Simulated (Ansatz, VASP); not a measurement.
One calculation of GaP, two programs

The input POSCAR:

```
GaP
1.0
    0.0000000000     -2.7252500000     -2.7252500000
    0.0000000000      2.7252500000     -2.7252500000
    5.4505000000      0.0000000000      0.0000000000
Ga P
2 2
Direct
    0.5000000000      0.5000000000      0.5000000000
    0.0000000000      0.0000000000      0.0000000000
    0.0000000000      0.5000000000      0.2500000000
    0.5000000000      0.0000000000      0.7500000000
```

Contents of INCAR.step1:

```
SYSTEM = GaP
PREC = Accurate
ENCUT = 520
ISMEAR = 0
SIGMA = 0.05
LREAL = .FALSE.
LASPH = .TRUE.
NELM = 100
NBANDS = 26
GGA = PE
ALGO = Normal
EDIFF = 1E-4
LWAVE = .TRUE.
LCHARG = .FALSE.
```

The input INCAR.step2:

```
SYSTEM = GaP
PREC = Accurate
ENCUT = 520
EDIFF = 1E-6
ISMEAR = 0
SIGMA = 0.05
LREAL = .FALSE.
LASPH = .TRUE.
NELM = 100
ALGO = Normal
ISIF = 2
LWAVE = .FALSE.
LCHARG = .FALSE.
METAGGA = R2SCAN
LMIXTAU = .TRUE.
NBANDS = 26
ISTART = 1
```

The input KPOINTS:

```
regular mesh
0
G
  8 8 6
  0 0 0
```

Input for Ansatz:

```yaml
crystal:
  lattice:
    - [0.0, -2.72525, -2.72525]
    - [0.0, 2.72525, -2.72525]
    - [5.4505, 0.0, 0.0]
  atoms:
    - { symbol: Ga, position: [0.5, 0.5, 0.5] }
    - { symbol: Ga, position: [0.0, 0.0, 0.0] }
    - { symbol: P, position: [0.0, 0.5, 0.25] }
    - { symbol: P, position: [0.5, 0.0, 0.75] }
basis:
  ecutwfc: 500
kpoints:
  mp_grid: { grid: [8, 8, 6] }
hamiltonian:
  xc: r2scan
scf:
  occupations: { method: gaussian, width: 0.05 }
output:
  forces: true
  stress: true
  eigenvalues: true
```

Alike in both runs: task single point; functional r2SCAN; k mesh 8 × 8 × 6; occupations gaussian, width 0.05 eV; no spin polarisation.

|  | VASP | Ansatz |
| --- | --- | --- |
| version | VASP 6.6.1 | Ansatz 0.2.0 |
| potentials or method | VASP PAW PBE potentials, release 64 (Ga_d, P), cutoff 520 eV | scalar-relativistic, plane waves, PAW |
| valence electrons in the cell | 36 | 36 |

```tsv
	VASP	Ansatz	Ansatz less VASP
gap on the k mesh at the Fermi level (eV)	1.85	1.85	-0.007
least direct gap on the mesh (eV)	1.91	1.91	-0.005
pressure (GPa)	0.0	0.0	+0.02
```

VASP's potentials were made for PBE, not for r2SCAN.
